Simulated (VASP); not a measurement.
# TaSi2 (P6_422) in VASP: single point with PBE

Aim: the single point of TaSi2 with PBE.

Everything below comes from runs of VASP 6.6.1. Logs are shortened: lines on timing, memory, paths and dates and some standing lists are left out, and cuts for length are marked.

## (1) The cell of the first run

The structure is hexagonal, space group P6_422 (No. 181). The conventional cell has a = 4.806 Å, b = 4.806 Å, c = 6.597 Å, α = 90.00°, β = 90.00°, γ = 120.00°. Within 3.5 Å of Ta (site symmetry 222) lie 10 Si at 2.62 to 2.84 Å and 4 Ta at 3.26 Å. Si (site symmetry 2) has 9 Si at 2.57 to 3.34 Å and 5 Ta at 2.62 to 2.84 Å within 3.4 Å.

## (2) Single point, PBE

The input, INCAR:

```
SYSTEM = TaSi2
PREC     = Accurate       ! precision mode
ENCUT    = 500            ! plane-wave cutoff, eV
EDIFF    = 1E-6           ! SCF threshold, eV
ISMEAR   = 0              ! smearing method
SIGMA    = 0.1            ! smearing width, eV
LREAL    = .False.        ! projectors in reciprocal space
LASPH    = .True.         ! aspherical terms in the spheres
NELM     = 120            ! most SCF steps
ALGO     = Normal         ! electronic algorithm
ISIF     = 2              ! what is computed and relaxed
LWAVE    = .False.        ! write WAVECAR
LCHARG   = .True.         ! write CHGCAR
GGA      = PE             ! functional
LELF     = .True.         ! ELF
LVHAR    = .True.       
ISYM     = 0            
NBANDS   = 38             ! bands
GGA_COMPAT= .False.
```

The input, KPOINTS:

```
Automatic mesh
0
Gamma
  7 6 8
  0 0 0
```

The input, POSCAR:

```
TaSi2
1.0
    4.8056401702      0.0000000000      0.0000000000
    0.0000000000      6.5971690318      0.0000000000
    2.4028200851      0.0000000000      4.1618064688
Ta Si
3 6
Direct
    0.0000000000      0.0000000000      0.5000000000
    0.5000000000      0.3333333333      0.5000000000
    0.5000000000      0.6666666667      0.0000000000
    0.6821708903      0.0000000000      0.1589145548
    0.8410854452      0.3333333333      0.8410854452
    0.1589145548      0.6666666667      0.6821708903
    0.3178291097      0.0000000000      0.8410854452
    0.1589145548      0.3333333333      0.1589145548
    0.8410854452      0.6666666667      0.3178291097
```

Potentials or basis: VASP PAW PBE potentials, release 64 (Ta_pv, Si).

The run is started by

```console
> cat potpaw_PBE.64/Ta_pv/POTCAR potpaw_PBE.64/Si/POTCAR > POTCAR
> mpirun -np 1 vasp_std > vasp.out
```

OUTCAR:

```text
SYSTEM = TaSi2
   PREC = Accurate
   ENCUT = 500
   EDIFF = 1E-6
   ISMEAR = 0
   LREAL = .False.
   LASPH = .True.
   NELM = 120
   ISIF = 2
   GGA = PE
   ISYM = 0

 ion  position               nearest neighbor table
   1  0.000  0.000  0.500-   6 2.62   9 2.62   8 2.62   5 2.62   4 2.74   7 2.74   7 2.74   4 2.74
                             4 2.84   7 2.84   3 3.26   3 3.26   2 3.26   2 3.26
   2  0.500  0.333  0.500-   4 2.62   7 2.62   6 2.62   9 2.62   8 2.74   5 2.74   8 2.74   5 2.74
                             8 2.84   5 2.84   1 3.26   1 3.26   3 3.26   3 3.26
   3  0.500  0.667  0.000-   4 2.62   7 2.62   5 2.62   8 2.62   6 2.74   9 2.74   9 2.74   6 2.74
                             9 2.84   6 2.84   1 3.26   1 3.26   2 3.26   2 3.26
   4  0.682  0.000  0.159-   5 2.57   9 2.57   3 2.62   2 2.62   7 2.65   1 2.74   1 2.74   1 2.84
                             7 2.84   7 2.84
   5  0.841  0.333  0.841-   4 2.57   6 2.57   1 2.62   3 2.62   8 2.65   2 2.74   2 2.74   2 2.84
                             8 2.84   8 2.84
   6  0.159  0.667  0.682-   7 2.57   5 2.57   1 2.62   2 2.62   9 2.65   3 2.74   3 2.74   3 2.84
                             9 2.84   9 2.84
   7  0.318  0.000  0.841-   8 2.57   6 2.57   3 2.62   2 2.62   4 2.65   1 2.74   1 2.74   1 2.84
                             4 2.84   4 2.84
   8  0.159  0.333  0.159-   7 2.57   9 2.57   1 2.62   3 2.62   5 2.65   2 2.74   2 2.74   2 2.84
                             5 2.84   5 2.84
   9  0.841  0.667  0.318-   4 2.57   8 2.57   1 2.62   2 2.62   6 2.65   3 2.74   3 2.74   3 2.84
                             6 2.84   6 2.84

IMPORTANT INFORMATION: All symmetrisations will be switched off!
NOSYMM: (Re-)initialisation of all symmetry stuff for point group C_1.

----------------------------------------------------------------------------------------

                                     Primitive cell

  volume of cell :     131.9443

  direct lattice vectors                    reciprocal lattice vectors
     4.805640170  0.000000000  0.000000000     0.208088822  0.000000000 -0.120140137
     0.000000000  6.597169032  0.000000000     0.000000000  0.151580169  0.000000000
     2.402820085  0.000000000  4.161806469     0.000000000  0.000000000  0.240280274

  length of vectors
     4.805640170  6.597169032  4.805640170     0.240280274  0.151580169  0.240280274

  position of ions in fractional coordinates (direct lattice)
     0.000000000  0.000000000  0.500000000
     0.500000000  0.333333333  0.500000000
     0.500000000  0.666666667  0.000000000
     0.682170890  0.000000000  0.158914555
     0.841085445  0.333333333  0.841085445
     0.158914555  0.666666667  0.682170890
     0.317829110  0.000000000  0.841085445
     0.158914555  0.333333333  0.158914555
     0.841085445  0.666666667  0.317829110
[... 112 lines left out ...]
   ISIF   =      2    stress and relaxation
   ISYM   =      0    0-nonsym 1-usesym 2-fastsym
   POTIM  = 0.5000    time-step for ionic-motion
   TEBEG  =    0.0;   TEEND  =   0.0 temperature during run
   PSTRESS=    0.0 pullay stress
   NELECT =      57.0000    total number of electrons
   NUPDOWN=      -1.0000    fix difference up-down
   EMIN   =  10.00;   EMAX   =-10.00  energy-range for DOS
   EFERMI =   0.00;   METHOD = LEGACY
   ISMEAR =     0;   SIGMA  =   0.10  broadening in eV -4-tet -1-fermi 0-gaus
   EFERMI_NEDOS =   21; number of points for ismear=-14 and -15
   IALGO  =     38    algorithm
   IMIX   =      4    mixing-type and parameters
     AMIX     =   0.40;   BMIX     =  1.00
     AMIX_MAG =   1.60;   BMIX_MAG =  1.00
  volume/ion in A,a.u.               =      14.66        98.93
  Fermi-wavevector in a.u.,A,eV,Ry     =   1.237569  2.338667 20.838381  1.531578
  Thomas-Fermi vector in A             =   2.372131
   LORBIT       =      0    0 simple, 1 ext, 2 COOP (PROOUT), +10 PAW based schemes
   GGA     = PE    functional components
   LHFCALC =     F    Hartree Fock is set to
   AEXX    =    0.0000 exact exchange contribution
   IVDW    =     0    specifies the selected vdW correction
   LEPSILON=     F    determine dielectric tensor
   LRPA    =     F    only Hartree local field effects (RPA)
 non-spin polarized calculation
 Gauss-broadening in eV      SIGMA  =   0.10
  energy-cutoff  :      500.00
  volume of cell :      131.94
 maximum number of plane-waves:      3396
   NGX = 17   NGY = 25   NGZ = 17

 number of electron      57.0000009 magnetization

 Free energy of the ion-electron system (eV)
  ---------------------------------------------------
  ext. energy  EPLUGINS =         0.00000000
  ---------------------------------------------------
  free energy    TOTEN  =       -72.26375803 eV

  energy without entropy =      -72.24727939  energy(sigma->0) =      -72.25551871

 E-fermi :   9.2222     XC(G=0): -12.0152

 val. band max:        9.2144233939   @ k =  -0.4286   0.0000   0.1250
 cond. band min:       9.2222555805   @ k =   0.4286   0.1667   0.2500
 fundamental gap:      0.0078321866
 Fermi energy:         9.2221506761

 k-point     1 :       0.0000    0.0000    0.0000
  band No.  band energies     occupation
      1     -25.1883      2.00000
      2     -25.1832      2.00000
      3     -25.1824      2.00000
      4     -25.1184      2.00000
      5     -25.1167      2.00000
      6     -25.0291      2.00000
[... 973 lines left out ...]
     37      12.7969      0.00000
     38      13.0678      0.00000

 [... further k-points ...]
[... 5 lines left out ...]
  --------------------------------------------------------------------------------------
  -------------------------------------------------------------------------------------
  Total       -0.0466836      0.1184692      0.1419487     -0.0000021     -0.0000005      0.0134643
  in kB       -0.5668714      1.4385509      1.7236581     -0.0000249     -0.0000063      0.1634942
  external PRESSURE =       0.8651125 kB  Pullay stress =       0.0000000 kB

 VOLUME and BASIS-vectors are now :
 -----------------------------------------------------------------------------
  energy-cutoff  :      500.00
  volume of cell :      131.94
      direct lattice vectors                 reciprocal lattice vectors
     4.805640170  0.000000000  0.000000000     0.208088822  0.000000000 -0.120140137
     0.000000000  6.597169032  0.000000000     0.000000000  0.151580169  0.000000000
     2.402820085  0.000000000  4.161806469     0.000000000  0.000000000  0.240280274

 POSITION                                       TOTAL-FORCE (eV/Angst)
 -----------------------------------------------------------------------------------
      1.20141      0.00000      2.08090         0.000000      0.004729     -0.000001
      3.60423      2.19906      2.08090        -0.000001      0.010378     -0.000000
      2.40282      4.39811      0.00000         0.000001     -0.012428      0.000001
      3.66011      0.00000      0.66137         0.005718      0.003547     -0.006908
      6.06293      2.19906      3.50043        -0.006159     -0.005624      0.001470
      2.40282      4.39811      2.83906         0.004657      0.000736      0.004612
      3.54835      0.00000      3.50043        -0.005718      0.003549      0.006909
      1.14553      2.19906      0.66137         0.006159     -0.005624     -0.001469
      4.80564      4.39811      1.32274        -0.004657      0.000736     -0.004612
 -----------------------------------------------------------------------------------
    total drift:                               -0.000004      0.000005     -0.000002

  FREE ENERGIE OF THE ION-ELECTRON SYSTEM (eV)
  ---------------------------------------------------
  free  energy   TOTEN  =       -72.2637580328 eV

  energy  without entropy=      -72.2472793909  energy(sigma->0) =      -72.25551871
```

stdout:

```text
POSCAR found type information on POSCAR TaSi
 POSCAR found :  2 types and       9 ions
 scaLAPACK will be used
 LDA part: xc-table for (Slater+PW92), standard interpolation
 -----------------------------------------------------------------------------
|                                                                             |
|           W    W    AA    RRRRR   N    N  II  N    N   GGGG   !!!           |
|           W    W   A  A   R    R  NN   N  II  NN   N  G    G  !!!           |
|           W    W  A    A  R    R  N N  N  II  N N  N  G       !!!           |
|           W WW W  AAAAAA  RRRRR   N  N N  II  N  N N  G  GGG   !            |
|           WW  WW  A    A  R   R   N   NN  II  N   NN  G    G                |
|           W    W  A    A  R    R  N    N  II  N    N   GGGG   !!!           |
|                                                                             |
|     Your reciprocal lattice and k-lattice belong to different lattice       |
|     classes:                                                                |
|                                                                             |
|        The reciprocal lattice is hexagonal,                                 |
|        whereas your k-lattice is simple monoclinic.                         |
|                                                                             |
|     Results are often still useful ...                                      |
|                                                                             |
 -----------------------------------------------------------------------------

 POSCAR, INCAR and KPOINTS ok, starting setup
 FFT: planning ... GRIDC
 FFT: planning ... GRID_SOFT
 FFT: planning ... GRID
 WAVECAR not read
 entering main loop
```

Run time: 7.9 min. Hardware: 1 thread of Intel Xeon Platinum 8488C (Sapphire Rapids), shared host; peak memory 0.68 GiB.

What came out:

```yaml
Free_energy: -72.2638 eV
Pressure: 0.1 GPa
Largest_force: 0.012 eV/Å
Band_gap_on_the_k_mesh: zero (an odd number of electrons rules out a gap without spin polarisation)
```

Forces in eV/Å, atoms in the order of the input:
```
Ta   0.000  0.005  0.000
Ta   0.000  0.010  0.000
Ta   0.000 -0.012  0.000
Si   0.006  0.004 -0.007
Si  -0.006 -0.006  0.001
Si   0.005  0.001  0.005
Si  -0.006  0.004  0.007
Si   0.006 -0.006 -0.001
Si  -0.005  0.001 -0.005
```

Stress tensor (GPa, compression positive):
```
-0.06  0.00  0.02
 0.00  0.14  0.00
 0.02  0.00  0.17
```

Caveat: spin-orbit coupling is left out, which moves the levels of the heavy elements.
